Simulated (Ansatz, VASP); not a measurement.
**Hf: VASP beside Ansatz**

File INCAR:

```
SYSTEM = Hf
PREC = Accurate
ENCUT = 520
EDIFF = 1E-8
ISMEAR = -1
SIGMA = 0.05
LREAL = .False.
LASPH = .True.
NELM = 60
ALGO = Normal
ISIF = 2
LWAVE = .False.
LCHARG = .False.
GGA = PE
LEFG = .True.
NBANDS = 17
```

Contents of KPOINTS:

```
regular mesh
0
Gamma
  12 12 7
  0 0 0
```

POSCAR

```
Hf
1.0
    3.1923846315      0.0000000000      0.0000000000
   -1.5961923157      2.7646861895      0.0000000000
    0.0000000000      0.0000000000      5.0450416400
Hf
2
Direct
    0.3333333333      0.6666666667      0.2500000000
    0.6666666667      0.3333333333      0.7500000000
```

Input for Ansatz:

```yaml
crystal:
  lattice:
    - [3.1923846315, 0.0, 0.0]
    - [-1.5961923157, 2.7646861895, 0.0]
    - [0.0, 0.0, 5.04504164]
  atoms:
    - { symbol: Hf, position: [0.3333333333, 0.6666666667, 0.25] }
    - { symbol: Hf, position: [0.6666666667, 0.3333333333, 0.75] }
kpoints:
  mp_grid: { grid: [12, 12, 7] }
  band_path:
    path:
      - [0.0, 0.0, 0.0]
      - [0.5, 0.0, 0.0]
      - [0.3333333333, 0.3333333333, 0.0]
      - [0.0, 0.0, 0.0]
      - [0.0, 0.0, 0.5]
      - [0.5, 0.0, 0.5]
      - [0.3333333333, 0.3333333333, 0.5]
      - [0.0, 0.0, 0.5]
      - [0.5, 0.0, 0.5]
    npoints: 5
scf:
  occupations: { method: fermi_dirac, width: 0.05 }
hamiltonian:
  xc: pbe
  pseudopotentials: { kind: paw }
output:
  forces: true
  stress: true
  eigenvalues: true
  efg: { contact_densities: true }
  write_density: true
  write_potential: true
  elf: true
  volumetric_format: npy
```

Alike in both runs: task electric field gradients; functional PBE; k mesh 12 × 12 × 7; occupations fermi-dirac, width 0.05 eV; no spin polarisation.

```csv
,VASP,Ansatz
version,VASP 6.6.1,Ansatz 0.2.0
potentials or method,"VASP PAW PBE potentials, release 64 (Hf_pv)","PAW with Ansatz's default frozen-core files, scalar-relativistic"
plane-wave cutoff (eV),520,420
valence electrons in the cell,20,52
```

```csv
,VASP,Ansatz,Ansatz less VASP
pressure (GPa),0.9,1.4,+0.44
"traceless stress, the component that is largest in VASP (GPa)",0.04,0.11,+0.073
size of Vzz on the site where it differs most (V/Å²),84.8,94.2,+9.46
```

VASP's potentials hold 20 valence electrons a cell and Ansatz's 52, so a difference there can come from the potentials and not from the codes.

Spin-orbit coupling is off throughout.
